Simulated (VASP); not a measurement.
# BaTiO3 (R3m) in VASP: further runs, part 2 of 2

VASP 6.6.1. The steps go on from the part before.

**3. Single point, PBE**

This run uses another cell than the first one, of 13.03 Å³/atom.

INCAR

```
SYSTEM = BaTiO3
PREC     = Accurate       ! precision mode
ENCUT    = 520            ! plane-wave cutoff, eV
EDIFF    = 1E-7           ! SCF threshold, eV
ISMEAR   = -1             ! smearing method
SIGMA    = 0.02           ! smearing width, eV
LREAL    = .False.        ! projectors in reciprocal space
LASPH    = .True.         ! aspherical terms in the spheres
NELM     = 100            ! most SCF steps
ALGO     = Normal         ! electronic algorithm
ISIF     = 2              ! what is computed and relaxed
LWAVE    = .False.        ! write WAVECAR
LCHARG   = .False.        ! write CHGCAR
GGA      = PE             ! functional
NBANDS   = 28             ! bands
```

KPOINTS

```
regular mesh
0
Gamma
  6 6 6
  0 0 0
```

POSCAR

```
BaTiO3
1.0
    2.8399983144      1.6396737913      2.3313532688
   -2.8399983144      1.6396737913      2.3313532688
    0.0000000000     -3.2793475827      2.3313532687
Ba Ti O
1 1 3
Direct
   -0.0032057798     -0.0032057798     -0.0032057798
    0.4833346617      0.4833346617      0.4833346617
    0.5098255445      0.5098255445      0.0194200292
    0.0194200292      0.5098255445      0.5098255445
    0.5098255445      0.0194200292      0.5098255445
```

Potentials or basis: VASP PAW PBE potentials, release 64 (Ba_sv, Ti_sv, O).

Command:

```bash
$ cat potpaw_PBE.64/Ba_sv/POTCAR potpaw_PBE.64/Ti_sv/POTCAR potpaw_PBE.64/O/POTCAR > POTCAR
$ mpirun -np 1 vasp_std > vasp.out
```

Run time: 3.2 min. Hardware: 1 thread of Intel Xeon 8259CL, shared host; peak memory 0.21 GiB.

The run converged. Its results:

- Free energy: -40.0230 eV
- Pressure: 4.9 GPa
- Largest force: 0.130 eV/Å
- Band gap on the k mesh: 2.46 eV (least direct gap 2.91 eV)

Forces in eV/Å, atoms in the order of the input:
```
Ba   0.000  0.000  0.020
Ti   0.000  0.000  0.130
O    0.000  0.120 -0.050
O   -0.104 -0.060 -0.050
O    0.104 -0.060 -0.050
```

Stress tensor (GPa, compression positive):
```
4.96 0.00 0.00
0.00 4.96 0.00
0.00 0.00 4.75
```

Levels at points of the mesh, in eV from the valence-band top:
```tsv
k point	band 17	band 18	band 19	band 20	band 21	band 22	band 23	band 24
(0.00, 0.00, 0.00)	-1.04	-0.60	-0.45	-0.45	2.46	2.46	2.61	4.49
(0.50, 0.00, 0.00)	-1.68	-1.58	-0.99	-0.85	2.62	3.76	3.88	4.45
(0.50, 0.50, 0.00)	-1.61	-0.90	-0.84	-0.09	3.84	3.85	4.17	4.99
(0.50, 0.50, 0.50)	-2.34	-0.02	-0.02	0.00	4.27	4.44	4.44	6.54
```

Caveat: the cell stands under pressure; spin-orbit coupling is left out, which moves the levels of the heavy elements.

**4. Single point, r2SCAN**

This run uses another cell than the first one, of 13.03 Å³/atom.

POSCAR is that of step 3.

INCAR.step1

```
PREC = Accurate ; ENCUT = 520
ISMEAR = -1 ; SIGMA = 0.02
LREAL = False ; LASPH = True
NELM = 60 ; NBANDS = 28
GGA = PE ; ALGO = Normal
EDIFF = 1E-4 ; LWAVE = True
LCHARG = False
```

INCAR.step2

```
PREC = Accurate ; ENCUT = 520
EDIFF = 1E-6 ; ISMEAR = -1
SIGMA = 0.02 ; LREAL = False
LASPH = True ; NELM = 60
ALGO = Normal ; ISIF = 2
LWAVE = False ; LCHARG = False
METAGGA = R2SCAN ; LMIXTAU = True
NBANDS = 28 ; ISTART = 1
```

KPOINTS

```
Automatic mesh
0
Gamma
  6 6 6
```

Potentials or basis: VASP PAW PBE potentials, release 64 (Ba_sv, Ti_sv, O).

Command:

```bash
$ cat potpaw_PBE.64/Ba_sv/POTCAR potpaw_PBE.64/Ti_sv/POTCAR potpaw_PBE.64/O/POTCAR > POTCAR
$ cp INCAR.step1 INCAR
$ mpirun -np 1 vasp_std > vasp.out
$ cp INCAR.step2 INCAR
$ mpirun -np 1 vasp_std > vasp.out
```

OUTCAR:

```text
PREC = Accurate
   ENCUT = 520
   EDIFF = 1E-6
   ISMEAR = -1
   LREAL = False
   LASPH = True
   NELM = 60
   ISIF = 2
   METAGGA = R2SCAN
   ISTART = 1

 ion  position               nearest neighbor table
   1  0.997  0.997  0.997-   4 2.78   5 2.78   3 2.78   3 2.84   3 2.84   5 2.84   4 2.84   4 2.84
                             5 2.84   4 2.93   5 2.93   3 2.93   2 3.40   2 3.45   2 3.45   2 3.45
   2  0.483  0.483  0.483-   4 1.87   5 1.87   3 1.87   5 2.16   4 2.16   3 2.16   1 3.40   1 3.45
                             1 3.45   1 3.45   1 3.51   1 3.51   1 3.51   1 3.59
   3  0.510  0.510  0.019-   2 1.87   2 2.16   1 2.78   1 2.84   1 2.84   1 2.93
[... 952 lines left out ...]
  Total        0.8008007      0.8008007      0.7461222      0.0000000      0.0000000      0.0000000
  in kB       19.6970042     19.6970042     18.3520950      0.0000000      0.0000000      0.0000000
  external PRESSURE =      19.2487011 kB  Pullay stress =       0.0000000 kB

 VOLUME and BASIS-vectors are now :
 -----------------------------------------------------------------------------
  energy-cutoff  :      520.00
  volume of cell :       65.14
      direct lattice vectors                 reciprocal lattice vectors
     2.839998314  1.639673791  2.331353269     0.176056443  0.101646234  0.142978474
    -2.839998314  1.639673791  2.331353269    -0.176056443  0.101646234  0.142978474
     0.000000000 -3.279347583  2.331353269     0.000000000 -0.203292469  0.142978474

 POSITION                                       TOTAL-FORCE (eV/Angst)
 -----------------------------------------------------------------------------------
      0.00000     -0.00000      6.97164         0.000000     -0.000000      0.030489
      0.00000     -0.00000      3.38047         0.000000     -0.000000      0.175404
      0.00000      1.60821      2.42244         0.000000      0.075654     -0.068631
     -1.39275     -0.80411      2.42244        -0.065518     -0.037827     -0.068631
      1.39275     -0.80411      2.42244         0.065518     -0.037827     -0.068631
 -----------------------------------------------------------------------------------
    total drift:                               -0.000000      0.000001     -0.004208

  FREE ENERGIE OF THE ION-ELECTRON SYSTEM (eV)
  ---------------------------------------------------
  free  energy   TOTEN  =       -74.2683256626 eV

  energy  without entropy=      -74.2683256626  energy(sigma->0) =      -74.26832566
```

Wall time 10 min (1 thread of Intel Xeon 8259CL, shared host); peak memory 0.21 GiB.

Results:

```yaml
Free_energy: -74.2683 eV
Pressure: 1.9 GPa
Largest_force: 0.175 eV/Å
Band_gap_on_the_k_mesh: 2.85 eV (least direct gap 3.31 eV)
```

Forces on the atoms (eV/Å):
```
Ba   0.000  0.000  0.030
Ti   0.000  0.000  0.175
O    0.000  0.076 -0.069
O   -0.066 -0.038 -0.069
O    0.066 -0.038 -0.069
```

Caveat: the PAW data sets were made with another functional, which shifts forces and pressure a little; spin-orbit coupling is left out, which moves the levels of the heavy elements. A k mesh can miss the band edges.

**5. The runs side by side**

```tsv
level	cell	gap on the mesh (eV)	pressure (GPa)	largest force (eV/Å)
PBEsol	a = 3.989 Å, angles 89.9°, 5 atoms, atomic positions A	2.26	1.9	0.06
PBE	a = 4.024 Å, angles 89.8°, 5 atoms, atomic positions B	2.46	4.9	0.13
r2SCAN	a = 4.024 Å, angles 89.8°, 5 atoms, atomic positions B	2.85	1.9	0.18
```

Alike in all rows: task single point; potentials or basis VASP PAW PBE potentials, release 64 (Ba_sv, Ti_sv, O); no spin polarisation; k mesh 6 × 6 × 6; cutoff (eV) 520; smearing fermi-dirac 0.02 eV.

Caveats: spin-orbit coupling is left out, which moves the levels of the heavy elements; the PAW data sets were made with another functional, which shifts forces and pressure a little (at least some runs); the cell stands under pressure (at least some runs).

Total energies depend on the potentials used, so only differences within one code and one set of settings carry meaning.
